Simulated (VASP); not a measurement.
A run of VASP 6.6.1 is set up as follows.

Contents of INCAR:

```
  PREC = Accurate
  ENCUT = 520
  EDIFF = 1E-6
  ISMEAR = -1
  SIGMA = 0.1
  LREAL = F
  LASPH = T
  NELM = 60
  ALGO = Normal
  ISIF = 2
  LWAVE = F
  LCHARG = F
  GGA = PE
  NBANDS = 12
```

Contents of KPOINTS:

```
regular mesh
0
Gamma
  12 12 12
```

The input POSCAR:

```
Sc
1.0
    2.9333113538      0.0000000000      0.0000000000
    0.0000000000      2.9333113538      0.0000000000
    0.0000000000      0.0000000000      2.9333113538
Sc
1
Direct
    0.0000000000      0.0000000000      0.0000000000
```

Potentials or basis: VASP PAW PBE potentials, release 64 (Sc_sv).

Launch:

```sh
$ cat potpaw_PBE.64/Sc_sv/POTCAR > POTCAR
$ mpirun -np 1 vasp_std > vasp.out
```

(1) Predict the band gap on the k mesh.

(2) What does it give for the pressure?

## Answers

(1) zero (an odd number of electrons rules out a gap without spin polarisation).

(2) 1.5 GPa.
